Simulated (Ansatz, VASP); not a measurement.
## SiO2: VASP beside Ansatz

INCAR

```
SYSTEM = SiO2
PREC = Accurate
ENCUT = 520
EDIFF = 1E-8
ISMEAR = -1
SIGMA = 0.02
LREAL = .FALSE.
LASPH = .TRUE.
NELM = 60
ALGO = Normal
ISIF = 2
LWAVE = .FALSE.
LCHARG = .FALSE.
GGA = PE
LEFG = .TRUE.
NBANDS = 44
```

Contents of KPOINTS:

```
Automatic mesh
0
G
  4 4 3
  0 0 0
```

The input POSCAR:

```
SiO2
1.0
    4.9570000000      0.0000000000      0.0000000000
    0.0000000000      4.9570000000      0.0000000000
    0.0000000000      0.0000000000      6.8903000000
Si O
4 8
Direct
    0.3047000000      0.3047000000      0.0000000000
    0.1953000000      0.8047000000      0.2500000000
    0.6953000000      0.6953000000      0.5000000000
    0.8047000000      0.1953000000      0.7500000000
    0.2381000000      0.1109000000      0.1826000000
    0.3891000000      0.7381000000      0.4326000000
    0.7619000000      0.8891000000      0.6826000000
    0.6109000000      0.2619000000      0.9326000000
    0.7381000000      0.3891000000      0.5674000000
    0.8891000000      0.7619000000      0.3174000000
    0.2619000000      0.6109000000      0.0674000000
    0.1109000000      0.2381000000      0.8174000000
```

Input for Ansatz:

```yaml
crystal:
  lattice:
    - [4.957, 0.0, 0.0]
    - [0.0, 4.957, 0.0]
    - [0.0, 0.0, 6.8903]
  atoms:
    - { symbol: Si, position: [0.3047, 0.3047, 0.0] }
    - { symbol: Si, position: [0.1953, 0.8047, 0.25] }
    - { symbol: Si, position: [0.6953, 0.6953, 0.5] }
    - { symbol: Si, position: [0.8047, 0.1953, 0.75] }
    - { symbol: O, position: [0.2381, 0.1109, 0.1826] }
    - { symbol: O, position: [0.3891, 0.7381, 0.4326] }
    - { symbol: O, position: [0.7619, 0.8891, 0.6826] }
    - { symbol: O, position: [0.6109, 0.2619, 0.9326] }
    - { symbol: O, position: [0.7381, 0.3891, 0.5674] }
    - { symbol: O, position: [0.8891, 0.7619, 0.3174] }
    - { symbol: O, position: [0.2619, 0.6109, 0.0674] }
    - { symbol: O, position: [0.1109, 0.2381, 0.8174] }
kpoints:
  mp_grid: { grid: [4, 4, 3] }
scf:
  occupations: { method: fermi_dirac, width: 0.02 }
hamiltonian:
  xc: pbe
  pseudopotentials: { kind: paw }
output:
  forces: true
  stress: true
  populations: true
  efg: { quadrupole_moments_barn: { O: -0.02558 }, contact_densities: true }
```

Alike in both runs: task electric field gradients; functional PBE; k mesh 4 × 4 × 3; occupations fermi-dirac, width 0.02 eV; no spin polarisation.

```csv
,VASP,Ansatz
version,VASP 6.6.1,Ansatz 0.2.0
potentials or method,"VASP PAW PBE potentials, release 64 (Si, O)","plane-wave PAW, scalar-relativistic"
plane-wave cutoff (eV),520,420
valence electrons in the cell,64,64
```

Ansatz gave:

- gap on the k mesh at the Fermi level (eV): 5.77
- pressure (GPa): 6.0
- traceless stress, the component that is largest in VASP (GPa): -1.12
- rms of the force components (eV/Å): 0.280
- size of Vzz on the site where it differs most (V/Å²): 91.4

Q: What did VASP give for the same quantities?

A: gap on the k mesh at the Fermi level (eV): 5.77; pressure (GPa): 6.2; traceless stress, the component that is largest in VASP (GPa): -1.18; rms of the force components (eV/Å): 0.278; size of Vzz on the site where it differs most (V/Å²): 87.1.

Atom by atom the forces differ by 0.007 eV/Å (rms over components). The functional is the same, so the differences come from potentials, cutoffs and numerics.
